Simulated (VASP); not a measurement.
# TiO2 (I4_1/amd) in VASP: further runs

TiO2 is run at these levels: PBE, LDA; tasks: single point.

Program: VASP 6.6.1. These are calculated values, not measurements. Logs are shortened: lines on timing, memory, paths and dates and some standing lists are left out, and cuts for length are marked.

**1. The cell of the first run**

Symmetry: I4_1/amd, No. 141, tetragonal system. The conventional cell has a = 3.784 Å, b = 3.784 Å, c = 9.515 Å, α = 90.00°, β = 90.00°, γ = 90.00°. Ti (site symmetry -4m2) has 6 O at 1.93 to 1.98 Å within 2.6 Å. Within 2.6 Å of O (site symmetry 2mm) lie 3 Ti at 1.93 to 1.98 Å and 2 O at 2.47 Å.

**2. Single point, PBE**

INCAR

```
SYSTEM = TiO2
PREC = Accurate
ENCUT = 520
EDIFF = 1E-6
ISMEAR = 0
SIGMA = 0.01
LREAL = .FALSE.
LASPH = .TRUE.
NELM = 60
ALGO = Normal
ISIF = 2
LWAVE = .FALSE.
LCHARG = .FALSE.
GGA = PE
NBANDS = 33
```

KPOINTS

```
Automatic mesh
0
G
  6 6 6
  0 0 0
```

POSCAR

```
TiO2
1.0
   -1.8921000000      1.8921000000      4.7573000000
    1.8921000000     -1.8921000000      4.7573000000
    1.8921000000      1.8921000000     -4.7573000000
Ti O
2 4
Direct
    0.0000000000      0.0000000000      0.0000000000
    0.7500000000      0.2500000000      0.5000000000
    0.2081000000      0.2081000000      0.0000000000
    0.9581000000      0.4581000000      0.5000000000
    0.5419000000      0.0419000000      0.5000000000
    0.7919000000      0.7919000000      0.0000000000
```

Potentials or basis: VASP PAW PBE potentials, release 64 (Ti_sv, O).

Command:

```console
$ cat potpaw_PBE.64/Ti_sv/POTCAR potpaw_PBE.64/O/POTCAR > POTCAR
$ mpirun -np 1 vasp_std > vasp.out
```

OUTCAR:

```text
SYSTEM = TiO2
   PREC = Accurate
   ENCUT = 520
   EDIFF = 1E-6
   ISMEAR = 0
   LREAL = .FALSE.
   LASPH = .TRUE.
   NELM = 60
   ISIF = 2
   GGA = PE

 ion  position               nearest neighbor table
   1  0.000  0.000  0.000-   5 1.93   4 1.93   5 1.93   4 1.93   3 1.98   6 1.98
   2  0.750  0.250  0.500-   6 1.93   3 1.93   6 1.93   3 1.93   4 1.98   5 1.98
   3  0.208  0.208  0.000-   2 1.93   2 1.93   1 1.98
   4  0.958  0.458  0.500-   1 1.93   1 1.93   2 1.98
   5  0.542  0.042  0.500-   1 1.93   1 1.93   2 1.98
   6  0.792  0.792  0.000-   2 1.93   2 1.93   1 1.98

  LATTYP: Found a body centered tetragonal cell.
 ALAT       =     3.7842000000
 C/A-ratio  =     2.5142962846

  Lattice vectors:

 A1 = (  -1.8921000000,   1.8921000000,   4.7573000000)
 A2 = (   1.8921000000,  -1.8921000000,   4.7573000000)
 A3 = (   1.8921000000,   1.8921000000,  -4.7573000000)

Analysis of symmetry for initial positions (statically):
=====================================================================
 Subroutine PRICEL returns:
 Original cell was already a primitive cell.

 Routine SETGRP: Setting up the symmetry group for a
 body centered tetragonal supercell.

 Subroutine GETGRP returns: Found 16 space group operations
 (whereof  8 operations were pure point group operations)
 out of a pool of 16 trial point group operations.

The static configuration has the point symmetry D_2d.
 The point group associated with its full space group is D_4h.

Analysis of symmetry for dynamics (positions and initial velocities):
=====================================================================
 Subroutine PRICEL returns:
 Original cell was already a primitive cell.

 Routine SETGRP: Setting up the symmetry group for a
 body centered tetragonal supercell.

 Subroutine GETGRP returns: Found 16 space group operations
 (whereof  8 operations were pure point group operations)
 out of a pool of 16 trial point group operations.

The dynamic configuration has the point symmetry D_2d.
 The point group associated with its full space group is D_4h.

 Subroutine INISYM returns: Found 16 space group operations
 (whereof  8 operations are pure point group operations),
 and found     1 'primitive' translations

----------------------------------------------------------------------------------------

                                     Primitive cell

  volume of cell :      68.1253

  direct lattice vectors                    reciprocal lattice vectors
    -1.892100000  1.892100000  4.757300000     0.000000000  0.264256646  0.105101633
     1.892100000 -1.892100000  4.757300000     0.264256646  0.000000000  0.105101633
     1.892100000  1.892100000 -4.757300000     0.264256646  0.264256646  0.000000000

  length of vectors
     5.458203744  5.458203744  5.458203744     0.284390450  0.284390450  0.373715333

  position of ions in fractional coordinates (direct lattice)
     0.000000000  0.000000000  0.000000000
     0.750000000  0.250000000  0.500000000
     0.208100000  0.208100000  0.000000000
     0.958100000  0.458100000  0.500000000
     0.541900000  0.041900000  0.500000000
     0.791900000  0.791900000  0.000000000

  ion indices of the primitive-cell ions
   primitive index   ion index
                 1           1
                 2           2
                 3           3
                 4           4
                 5           5
                 6           6

----------------------------------------------------------------------------------------

 KPOINTS: Automatic mesh

Automatic generation of k-mesh.
 Grid dimensions read from file:
 generate k-points for:    6    6    6

 Generating k-lattice:

  Cartesian coordinates                     Fractional coordinates (reciprocal lattice)
     0.000000000  0.044042774  0.017516939     0.166666667  0.000000000 -0.000000000
     0.044042774  0.000000000  0.017516939     0.000000000  0.166666667 -0.000000000
     0.044042774  0.044042774  0.000000000     0.000000000  0.000000000  0.166666667

  Length of vectors
     0.047398408  0.047398408  0.062285889

  Shift w.r.t. Gamma in fractional coordinates (k-lattice)
     0.000000000  0.000000000  0.000000000

 Subroutine IBZKPT returns following result:
 ===========================================

 Found     30 irreducible k-points:

 Following reciprocal coordinates:
            Coordinates               Weight
  0.000000  0.000000  0.000000      1.000000
  0.166667 -0.000000  0.000000      8.000000
  0.333333  0.000000  0.000000      8.000000
  0.500000  0.000000  0.000000      4.000000
  0.166667  0.166667  0.000000      8.000000
  0.333333  0.166667 -0.000000     16.000000
[... 16 lines left out ...]
 -0.333333 -0.333333  0.166667      8.000000
 -0.166667 -0.333333  0.166667      8.000000
 [... further k-points ...]
   k-points           NKPTS =     30   k-points in BZ     NKDIM =     30   number of bands    NBANDS=     33
   number of dos      NEDOS =    301   number of ions     NIONS =      6
   total plane-waves  NPLWV =  74088
   dimension x,y,z NGX =    42 NGY =   42 NGZ =   42
   dimension x,y,z NGXF=    84 NGYF=   84 NGZF=   84
   ions per type =               2   4
   NGX,Y,Z   is equivalent  to a cutoff of  12.79, 12.79, 12.79 a.u.
   NGXF,Y,Z  is equivalent  to a cutoff of  25.58, 25.58, 25.58 a.u.
 SYSTEM =  TiO2
   PREC   = accura    normal or accurate (medium, high low for compatibility)
   ISTART =      0    job   : 0-new  1-cont  2-samecut
   ICHARG =      2    charge: 1-file 2-atom 10-const
   ISPIN  =      1    spin polarized calculation?
   LNONCOLLINEAR =      F non collinear calculations
   LSORBIT =      F    spin-orbit coupling
   LASPH  =      T    aspherical Exc in radial PAW
   ENCUT  =  520.0 eV  38.22 Ry    6.18 a.u.  10.15 10.15 10.15*2*pi/ulx,y,z
   NELM   =     60;   NELMIN=  2; NELMDL= -5     # of ELM steps
   EDIFF  = 0.1E-05   stopping-criterion for ELM
   LREAL  =      F    real-space projection
   EDIFFG = 0.1E-04   stopping-criterion for IOM
   NSW    =      0    number of steps for IOM
   IBRION =     -1    ionic relax: 0-MD 1-quasi-New 2-CG
   NFREE  =      0    steps in history (QN), initial steepest desc. (CG)
   ISIF   =      2    stress and relaxation
   ISYM   =      2    0-nonsym 1-usesym 2-fastsym
   POTIM  = 0.5000    time-step for ionic-motion
   TEBEG  =    0.0;   TEEND  =   0.0 temperature during run
   PSTRESS=    0.0 pullay stress
   NELECT =      48.0000    total number of electrons
   NUPDOWN=      -1.0000    fix difference up-down
   EMIN   =  10.00;   EMAX   =-10.00  energy-range for DOS
   EFERMI =   0.00;   METHOD = LEGACY
   ISMEAR =     0;   SIGMA  =   0.01  broadening in eV -4-tet -1-fermi 0-gaus
   EFERMI_NEDOS =   21; number of points for ismear=-14 and -15
   IALGO  =     38    algorithm
   IMIX   =      4    mixing-type and parameters
     AMIX     =   0.40;   BMIX     =  1.00
     AMIX_MAG =   1.60;   BMIX_MAG =  1.00
  volume/ion in A,a.u.               =      11.35        76.62
  Fermi-wavevector in a.u.,A,eV,Ry     =   1.456752  2.752862 28.873289  2.122127
  Thomas-Fermi vector in A             =   2.573634
   LORBIT       =      0    0 simple, 1 ext, 2 COOP (PROOUT), +10 PAW based schemes
   GGA     = PE    functional components
   LHFCALC =     F    Hartree Fock is set to
   AEXX    =    0.0000 exact exchange contribution
   IVDW    =     0    specifies the selected vdW correction
   LEPSILON=     F    determine dielectric tensor
   LRPA    =     F    only Hartree local field effects (RPA)
 non-spin polarized calculation
 Gauss-broadening in eV      SIGMA  =   0.01
  energy-cutoff  :      520.00
  volume of cell :       68.13
 maximum number of plane-waves:      1850
 NGX is ok and might be reduce to    42
   NGX = 21   NGY = 21   NGZ = 21

 number of electron      47.9999989 magnetization

 Free energy of the ion-electron system (eV)
  ---------------------------------------------------
  ext. energy  EPLUGINS =         0.00000000
  ---------------------------------------------------
  free energy    TOTEN  =       -53.82587774 eV

  energy without entropy =      -53.82587774  energy(sigma->0) =      -53.82587774

 E-fermi :   3.4080     XC(G=0): -10.7369

 val. band max:        3.3621588786   @ k =   0.5000   0.5000   0.0000
 cond. band min:       5.5044572251   @ k =   0.0000   0.0000   0.0000
 fundamental gap:      2.1422983466
 Fermi energy:         3.4080293074

 k-point     1 :       0.0000    0.0000    0.0000
  band No.  band energies     occupation
      1     -52.9934      2.00000
      2     -52.9328      2.00000
      3     -29.4603      2.00000
      4     -29.2190      2.00000
      5     -29.2190      2.00000
      6     -29.1471      2.00000
[... 25 lines left out ...]
     32       8.7046      0.00000
     33       8.7173      0.00000

 k-point     2 :       0.1667   -0.0000    0.0000
  band No.  band energies     occupation
      1     -52.9899      2.00000
      2     -52.9352      2.00000
      3     -29.4530      2.00000
      4     -29.2526      2.00000
      5     -29.2214      2.00000
      6     -29.1603      2.00000
[... 25 lines left out ...]
     32       8.9825      0.00000
     33       9.3218      0.00000

 k-point     3 :       0.3333    0.0000    0.0000
  band No.  band energies     occupation
      1     -52.9815      2.00000
      2     -52.9414      2.00000
      3     -29.4388      2.00000
      4     -29.3168      2.00000
      5     -29.2257      2.00000
      6     -29.1793      2.00000
[... 25 lines left out ...]
     32       9.3488      0.00000
     33       9.8244      0.00000

 k-point     4 :       0.5000    0.0000    0.0000
  band No.  band energies     occupation
      1     -52.9760      2.00000
      2     -52.9457      2.00000
      3     -29.4305      2.00000
      4     -29.3507      2.00000
      5     -29.2275      2.00000
      6     -29.1832      2.00000
[... 673 lines left out ...]
     32       9.4025      0.00000
     33       9.6292      0.00000

 k-point    23 :      -0.3333   -0.3333    0.1667
  band No.  band energies     occupation
      1     -52.9751      2.00000
      2     -52.9489      2.00000
      3     -29.3820      2.00000
      4     -29.2948      2.00000
      5     -29.2461      2.00000
      6     -29.1789      2.00000
[... 25 lines left out ...]
     32       9.4006      0.00000
     33       9.8078      0.00000

 k-point    24 :      -0.1667   -0.3333    0.1667
  band No.  band energies     occupation
      1     -52.9826      2.00000
      2     -52.9425      2.00000
      3     -29.4086      2.00000
      4     -29.2671      2.00000
      5     -29.2310      2.00000
      6     -29.1536      2.00000
[... 25 lines left out ...]
     32       9.1128      0.00000
     33       9.2254      0.00000

 [... further k-points ...]
[... 5 lines left out ...]
  --------------------------------------------------------------------------------------
  -------------------------------------------------------------------------------------
  Total        2.3073466      2.3073466      2.8946039      0.0000000      0.0000000      0.0000000
  in kB       54.2643629     54.2643629     68.0755296      0.0000000      0.0000000      0.0000000
  external PRESSURE =      58.8680851 kB  Pullay stress =       0.0000000 kB

 VOLUME and BASIS-vectors are now :
 -----------------------------------------------------------------------------
  energy-cutoff  :      520.00
  volume of cell :       68.13
      direct lattice vectors                 reciprocal lattice vectors
    -1.892100000  1.892100000  4.757300000     0.000000000  0.264256646  0.105101633
     1.892100000 -1.892100000  4.757300000     0.264256646  0.000000000  0.105101633
     1.892100000  1.892100000 -4.757300000     0.264256646  0.264256646  0.000000000

 POSITION                                       TOTAL-FORCE (eV/Angst)
 -----------------------------------------------------------------------------------
      0.00000      0.00000      0.00000        -0.000000     -0.000000      0.000000
      0.00000      1.89210      2.37865        -0.000000     -0.000000      0.000000
      0.00000      0.00000      1.97999        -0.000000      0.000000      0.123887
      0.00000      1.89210      4.35864         0.000000     -0.000000      0.123887
      0.00000      1.89210      0.39866         0.000000     -0.000000     -0.123887
      0.00000      0.00000      7.53461        -0.000000      0.000000     -0.123887
 -----------------------------------------------------------------------------------
    total drift:                                0.000000      0.000000      0.000000

  FREE ENERGIE OF THE ION-ELECTRON SYSTEM (eV)
  ---------------------------------------------------
  free  energy   TOTEN  =       -53.8258777438 eV

  energy  without entropy=      -53.8258777438  energy(sigma->0) =      -53.82587774
```

Run time: 100 s. Hardware: 1 thread of AMD EPYC 7R13 (Zen 3), shared host; peak memory 0.24 GiB.

What came out:

```
Free energy            : -53.8259 eV
Pressure               : 5.9 GPa
Largest force          : 0.124 eV/Å
Band gap on the k mesh : 2.14 eV, indirect (least direct gap 2.45 eV)
```

Forces on the atoms (eV/Å):
```
Ti   0.000  0.000  0.000
Ti   0.000  0.000  0.000
O    0.000  0.000  0.124
O    0.000  0.000  0.124
O    0.000  0.000 -0.124
O    0.000  0.000 -0.124
```

**3. Single point, LDA**

INCAR

```
SYSTEM = TiO2
  PREC = Accurate
  ENCUT = 520
  EDIFF = 1E-6
  ISMEAR = 0
  SIGMA = 0.01
  LREAL = .FALSE.
  LASPH = .TRUE.
  NELM = 80
  ALGO = Normal
  ISIF = 2
  LWAVE = .FALSE.
  LCHARG = .FALSE.
  GGA = CA
  NBANDS = 33
```

KPOINTS is that of step 2.

POSCAR is that of step 2.

Potentials or basis: VASP PAW LDA potentials, release 64 (Ti_sv, O).

Command:

```console
$ cat potpaw_LDA.64/Ti_sv/POTCAR potpaw_LDA.64/O/POTCAR > POTCAR
$ mpirun -np 1 vasp_std > vasp.out
```

Run time: 92 s. Hardware: 1 thread of AMD EPYC 7R13 (Zen 3), shared host; peak memory 0.2 GiB.

It converged, with:

* Free energy: -58.8090 eV
* Pressure: -5.6 GPa
* Largest force: 0.089 eV/Å
* Band gap on the k mesh: 2.04 eV, indirect (least direct gap 2.35 eV)

Forces in eV/Å, atoms in the order of the input:
```
Ti   0.000  0.000  0.000
Ti   0.000  0.000  0.000
O    0.000  0.000 -0.089
O    0.000  0.000 -0.089
O    0.000  0.000  0.089
O    0.000  0.000  0.089
```

Stress tensor (GPa, compression positive):
```
-5.87  0.00  0.00
 0.00 -5.87  0.00
 0.00  0.00 -4.94
```

Levels at points of the mesh, in eV from the valence-band top:
| k point | band 20 | band 21 | band 22 | band 23 | band 24 | band 25 | band 26 | band 27 | band 28 | band 29 |
| --- | --- | --- | --- | --- | --- | --- | --- | --- | --- | --- |
| (0.00, 0.00, 0.00) | -0.73 | -0.73 | -0.73 | -0.44 | -0.44 | 2.04 | 2.80 | 3.95 | 3.95 | 3.99 |
| (0.50, 0.00, 0.00) | -1.98 | -1.96 | -0.94 | -0.81 | -0.60 | 3.19 | 3.51 | 3.54 | 3.64 | 4.29 |
| (0.50, 0.50, 0.00) | -2.64 | -2.07 | -2.07 | 0.00 | 0.00 | 3.31 | 3.31 | 3.81 | 3.81 | 4.90 |
| (0.50, 0.50, 0.50) | -1.33 | -1.24 | -1.24 | -0.08 | -0.08 | 2.41 | 2.41 | 3.74 | 3.74 | 4.22 |

A k mesh can miss the band edges. As with any semilocal functional, this LDA gap is likely too small.
